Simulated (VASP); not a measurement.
Here is a VASP 6.6.1 calculation.

The input INCAR:

```
PREC     = Accurate       # precision mode
ENCUT    = 520            # plane-wave cutoff, eV
EDIFF    = 1E-6           # SCF threshold, eV
ISMEAR   = -1             # smearing method
SIGMA    = 0.03           # smearing width, eV
LREAL    = False          # projectors in reciprocal space
LASPH    = True           # aspherical terms in the spheres
NELM     = 100            # most SCF steps
ALGO     = Normal         # electronic algorithm
ISIF     = 2              # what is computed and relaxed
LWAVE    = False          # write WAVECAR
LCHARG   = False          # write CHGCAR
GGA      = PE             # functional
NBANDS   = 18             # bands
```

File KPOINTS:

```
regular mesh
0
Gamma
  10 10 5
```

File POSCAR:

```
Ag
1.0
    2.9299980804      0.0000000000      0.0000000000
   -1.4649990402      2.5374527707      0.0000000000
    0.0000000000      0.0000000000      4.7900000000
Ag
2
Direct
    0.3333333333      0.6666666667      0.2500000000
    0.6666666667      0.3333333333      0.7500000000
```

Potentials or basis: VASP PAW PBE potentials, release 64 (Ag).

Command:

```console
$ cat potpaw_PBE.64/Ag/POTCAR > POTCAR
$ mpirun -np 1 vasp_std > vasp.out
```

Q: Predict the pressure.

A: 0.6 GPa.

Q: Predict the band gap on the k mesh.

A: Zero (bands 11 and 12 overlap by 5.75 eV).

Stress tensor (GPa, compression positive):
```
0.78 0.00 0.00
0.00 0.78 0.00
0.00 0.00 0.22
```
